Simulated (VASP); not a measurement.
# SiNi (Pmmn) in VASP: further runs, part 2 of 3

VASP 6.6.1. Earlier steps stand in the parts before.

## (3) Relaxation of shape and atoms at fixed volume, PBE (11.96 Å³/atom)

This run uses another cell than the first one, of 11.96 Å³/atom.

Input file INCAR:

```
SYSTEM = SiNi
ALGO = Normal
EDIFF = 1E-6
EDIFFG = -0.001
ENCUT = 600
GGA = PE
IBRION = 2
ISIF = 4
ISMEAR = -1
LASPH = .TRUE.
LCHARG = .FALSE.
LREAL = .FALSE.
LWAVE = .FALSE.
NELM = 100
NSW = 80
PREC = Accurate
SIGMA = 0.15
```

Input file KPOINTS:

```
k-points
0
G
  14 12 10
  0 0 0
```

Input file POSCAR:

```
SiNi
1.0
    3.0632015381      0.0000000000      0.0000000000
    0.0000000000      3.2915840199      0.0000000000
    0.0000000000      0.0000000000      4.7446034993
Si Ni
2 2
Direct
    0.5000000000      0.5000000000      0.8431724074
    0.0000000000      0.0000000000      0.1568275926
    0.5000000000      0.5000000000      0.3421081925
    0.0000000000      0.0000000000      0.6578918075
```

Potentials or basis: VASP PAW PBE potentials, release 64 (Si, Ni).

Command:

```bash
cat potpaw_PBE.64/Si/POTCAR potpaw_PBE.64/Ni/POTCAR > POTCAR
mpirun -np 1 vasp_std > vasp.out
```

OUTCAR:

```text
SYSTEM = SiNi
   EDIFF = 1E-6
   EDIFFG = -0.001
   ENCUT = 600
   GGA = PE
   IBRION = 2
   ISIF = 4
   ISMEAR = -1
   LASPH = .TRUE.
   LREAL = .FALSE.
   NELM = 100
   NSW = 80
   PREC = Accurate

 ion  position               nearest neighbor table
   1  0.500  0.500  0.843-   3 2.37   3 2.38   4 2.41   4 2.41   4 2.41   4 2.41   2 2.70   2 2.70
                             2 2.70   2 2.70
   2  0.000  0.000  0.157-   4 2.37   4 2.38   3 2.41   3 2.41   3 2.41   3 2.41   1 2.70   1 2.70
                             1 2.70   1 2.70
   3  0.500  0.500  0.342-   1 2.37   1 2.38   2 2.41   2 2.41   2 2.41   2 2.41   4 2.70   4 2.70
                             4 2.70   4 2.70
   4  0.000  0.000  0.658-   2 2.37   2 2.38   1 2.41   1 2.41   1 2.41   1 2.41   3 2.70   3 2.70
                             3 2.70   3 2.70

  LATTYP: Found a simple orthorhombic cell.
 ALAT       =     3.0632015381
 B/A-ratio  =     1.0745567926
 C/A-ratio  =     1.5489034725

  Lattice vectors:

 A1 = (   3.0632015381,   0.0000000000,   0.0000000000)
 A2 = (   0.0000000000,   3.2915840199,   0.0000000000)
 A3 = (   0.0000000000,   0.0000000000,   4.7446034993)

Analysis of symmetry for initial positions (statically):
=====================================================================
 Subroutine PRICEL returns:
 Original cell was already a primitive cell.

 Routine SETGRP: Setting up the symmetry group for a
 simple orthorhombic supercell.

 Subroutine GETGRP returns: Found  8 space group operations
 (whereof  4 operations were pure point group operations)
 out of a pool of  8 trial point group operations.

The static configuration has the point symmetry C_2v.
 The point group associated with its full space group is D_2h.

Analysis of symmetry for dynamics (positions and initial velocities):
=====================================================================
 Subroutine PRICEL returns:
 Original cell was already a primitive cell.

 Routine SETGRP: Setting up the symmetry group for a
 simple orthorhombic supercell.

 Subroutine GETGRP returns: Found  8 space group operations
 (whereof  4 operations were pure point group operations)
 out of a pool of  8 trial point group operations.

The dynamic configuration has the point symmetry C_2v.
 The point group associated with its full space group is D_2h.

 Subroutine INISYM returns: Found  8 space group operations
 (whereof  4 operations are pure point group operations),
 and found     1 'primitive' translations

----------------------------------------------------------------------------------------

                                     Primitive cell

  volume of cell :      47.8388

  direct lattice vectors                    reciprocal lattice vectors
     3.063201538  0.000000000  0.000000000     0.326455830  0.000000000  0.000000000
     0.000000000  3.291584020  0.000000000     0.000000000  0.303805096  0.000000000
     0.000000000  0.000000000  4.744603499     0.000000000  0.000000000  0.210765768

  length of vectors
     3.063201538  3.291584020  4.744603499     0.326455830  0.303805096  0.210765768

  position of ions in fractional coordinates (direct lattice)
     0.500000000  0.500000000  0.843172407
     0.000000000  0.000000000  0.156827593
     0.500000000  0.500000000  0.342108192
     0.000000000  0.000000000  0.657891808

[... 73 lines left out ...]
   LNONCOLLINEAR =      F non collinear calculations
   LSORBIT =      F    spin-orbit coupling
   LASPH  =      T    aspherical Exc in radial PAW
   ENCUT  =  600.0 eV  44.10 Ry    6.64 a.u.   6.12  6.57  9.48*2*pi/ulx,y,z
   NELM   =    100;   NELMIN=  2; NELMDL= -5     # of ELM steps
   EDIFF  = 0.1E-05   stopping-criterion for ELM
   LREAL  =      F    real-space projection
   EDIFFG = -.1E-02   stopping-criterion for IOM
   NSW    =     80    number of steps for IOM
   IBRION =      2    ionic relax: 0-MD 1-quasi-New 2-CG
   NFREE  =      1    steps in history (QN), initial steepest desc. (CG)
   ISIF   =      4    stress and relaxation
   ISYM   =      2    0-nonsym 1-usesym 2-fastsym
   POTIM  = 0.5000    time-step for ionic-motion
   TEBEG  =    0.0;   TEEND  =   0.0 temperature during run
   PSTRESS=    0.0 pullay stress
   NELECT =      28.0000    total number of electrons
   NUPDOWN=      -1.0000    fix difference up-down
   EMIN   =  10.00;   EMAX   =-10.00  energy-range for DOS
   EFERMI =   0.00;   METHOD = LEGACY
   ISMEAR =    -1;   SIGMA  =   0.15  broadening in eV -4-tet -1-fermi 0-gaus
   EFERMI_NEDOS =   21; number of points for ismear=-14 and -15
   IALGO  =     38    algorithm
   IMIX   =      4    mixing-type and parameters
     AMIX     =   0.40;   BMIX     =  1.00
     AMIX_MAG =   1.60;   BMIX_MAG =  1.00
  volume/ion in A,a.u.               =      11.96        80.71
  Fermi-wavevector in a.u.,A,eV,Ry     =   1.369412  2.587813 25.514847  1.875288
  Thomas-Fermi vector in A             =   2.495289
   LORBIT       =      0    0 simple, 1 ext, 2 COOP (PROOUT), +10 PAW based schemes
   GGA     = PE    functional components
   LHFCALC =     F    Hartree Fock is set to
   AEXX    =    0.0000 exact exchange contribution
   IVDW    =     0    specifies the selected vdW correction
   LEPSILON=     F    determine dielectric tensor
   LRPA    =     F    only Hartree local field effects (RPA)
 conjugate gradient relaxation of ions
 non-spin polarized calculation
  energy-cutoff  :      600.00
  volume of cell :       47.84
 maximum number of plane-waves:      1626
   NGX = 13   NGY = 13   NGZ = 19

--------------------------------------- Ionic step        1  -------------------------------------------

 number of electron      28.0000001 magnetization

 Free energy of the ion-electron system (eV)
  ---------------------------------------------------
  ext. energy  EPLUGINS =         0.00000000
  ---------------------------------------------------
  free energy    TOTEN  =       -23.64455603 eV

  energy without entropy =      -23.55498735  energy(sigma->0) =      -23.59977169

------------------------ aborting loop because EDIFF is reached ----------------------------------------

  FORCE on cell =-STRESS in cart. coord.  units (eV):
  Direction    XX          YY          ZZ          XY          YZ          ZX
  --------------------------------------------------------------------------------------
  -------------------------------------------------------------------------------------
  Total       -0.9023927     -0.9762732     -1.1705445      0.0000000      0.0000000      0.0000000
  in kB      -30.2221738    -32.6965182    -39.2028879      0.0000000      0.0000000      0.0000000
  external PRESSURE =     -34.0405266 kB  Pullay stress =       0.0000000 kB
[... 95 lines left out ...]
  FREE ENERGIE OF THE ION-ELECTRON SYSTEM (eV)
  ---------------------------------------------------
  free  energy   TOTEN  =       -23.6450447887 eV

  energy  without entropy=      -23.5557306378  energy(sigma->0) =      -23.60038771

[... ionic steps 4 to 40 ...]

--------------------------------------- Ionic step       41  -------------------------------------------

 number of electron      28.0000003 magnetization

------------------------ aborting loop because EDIFF is reached ----------------------------------------
[... 71 lines left out ...]
--------------------------------------- Ionic step       43  -------------------------------------------

 number of electron      28.0000003 magnetization

 Free energy of the ion-electron system (eV)
  ---------------------------------------------------
  ext. energy  EPLUGINS =         0.00000000
  ---------------------------------------------------
  free energy    TOTEN  =       -23.64519579 eV

  energy without entropy =      -23.55589644  energy(sigma->0) =      -23.60054612

 E-fermi :  10.7942     XC(G=0): -12.3181

 val. band max:       10.7825053930   @ k =   0.3571   0.2500   0.5000
 cond. band min:      10.7964741373   @ k =   0.3571   0.5000   0.5000
 fundamental gap:      0.0139687444
 Fermi energy:        10.7941750641

 k-point     1 :       0.0000    0.0000    0.0000
  band No.  band energies     occupation
      1      -2.7255      2.00000
      2       2.9313      2.00000
      3       4.6117      2.00000
      4       6.9052      2.00000
      5       7.4816      2.00000
      6       7.9123      2.00000
[... 481 lines left out ...]
      5       6.7169      2.00000
      6       6.7169      2.00000
[... 10 lines left out ...]
     17      12.8846      0.00000
     18      12.8846      0.00000

 [... further k-points ...]

------------------------ aborting loop because EDIFF is reached ----------------------------------------

  FORCE on cell =-STRESS in cart. coord.  units (eV):
  Direction    XX          YY          ZZ          XY          YZ          ZX
  --------------------------------------------------------------------------------------
  -------------------------------------------------------------------------------------
  Total       -0.9563516     -0.9576500     -0.9513773      0.0000000      0.0000000      0.0000000
  in kB      -32.0293194    -32.0728067    -31.8627265      0.0000000      0.0000000      0.0000000
  external PRESSURE =     -31.9882842 kB  Pullay stress =       0.0000000 kB
[... 19 lines left out ...]
  FREE ENERGIE OF THE ION-ELECTRON SYSTEM (eV)
  ---------------------------------------------------
  free  energy   TOTEN  =       -23.6451957938 eV

  energy  without entropy=      -23.5558964383  energy(sigma->0) =      -23.60054612

 reached required accuracy - stopping structural energy minimisation
```

CONTCAR:

```text
SiNi
   1.00000000000000
     3.0810924869048315    0.0000000000000000    0.0000000000000000
     0.0000000000000000    3.2796624368364067    0.0000000000000000
     0.0000000000000000    0.0000000000000000    4.7341995602035674
  Si              Ni
     2     2
Direct
     0.5000000000000000    0.5000000000000000    0.8427407976283684
     0.0000000000000000    0.0000000000000000    0.1572592023716315
     0.5000000000000000    0.5000000000000000    0.3414588582204336
     0.0000000000000000    0.0000000000000000    0.6585411417795659

  0.00000000E+00  0.00000000E+00  0.00000000E+00
  0.00000000E+00  0.00000000E+00  0.00000000E+00
  0.00000000E+00  0.00000000E+00  0.00000000E+00
  0.00000000E+00  0.00000000E+00  0.00000000E+00
```

Run time: 26 min. Hardware: 1 thread of AMD EPYC 9R45 (Zen 5), shared host; peak memory 0.42 GiB.

Results:

```
Free energy               : -23.6452 eV
Energy gained by relaxing : 0.2 meV/atom
Ionic steps               : 43
Pressure after relaxing   : -3.2 GPa
Band gap on the k mesh    : zero (bands 14 and 15 overlap by 2.59 eV)
```

The path:
```
step  energy change (eV)  largest force (eV/Å)  pressure (GPa)  volume (Å³)
   1              0.0000                0.0473           -3.40        47.84
   3             -0.0005                0.0092           -2.97        47.84
   5             -0.0005                0.0075           -3.38        47.84
   7             -0.0006                0.0198           -3.09        47.84
   9             -0.0006                0.0072           -3.11        47.84
  11             -0.0006                0.0096           -3.11        47.84
  13             -0.0006                0.0073           -3.14        47.84
  15             -0.0006                0.0061           -3.14        47.84
  17             -0.0006                0.0052           -3.26        47.84
  19             -0.0006                0.0050           -2.84        47.84
  21             -0.0006                0.0013           -2.97        47.84
  23             -0.0006                0.0038           -3.04        47.84
  25             -0.0006                0.0017           -2.99        47.84
  27             -0.0006                0.0034           -3.02        47.84
  29             -0.0006                0.0025           -3.12        47.84
  31             -0.0006                0.0026           -3.06        47.84
  33             -0.0006                0.0013           -2.97        47.84
  35             -0.0006                0.0012           -3.06        47.84
  37             -0.0006                0.0012           -3.08        47.84
  39             -0.0006                0.0034           -3.38        47.84
  41             -0.0006                0.0009           -3.34        47.84
  43             -0.0006                0.0006           -3.20        47.84
```

Final structure:
```cif
data_structure
_symmetry_space_group_name_H-M 'P 1'
_symmetry_Int_Tables_number 1
_cell_length_a 3.0811
_cell_length_b 3.2797
_cell_length_c 4.7342
_cell_angle_alpha 90.000
_cell_angle_beta 90.000
_cell_angle_gamma 90.000
_cell_volume 47.84
loop_
_atom_site_label
_atom_site_type_symbol
_atom_site_fract_x
_atom_site_fract_y
_atom_site_fract_z
_atom_site_occupancy
Si1 Si 0.50000 0.50000 0.84274 1
Si2 Si 0.00000 0.00000 0.15726 1
Ni1 Ni 0.50000 0.50000 0.34146 1
Ni2 Ni 0.00000 0.00000 0.65854 1
```

[end of part 2 of 3]

The gap in the log of VASP goes by the Fermi energy; the results here count the filled bands.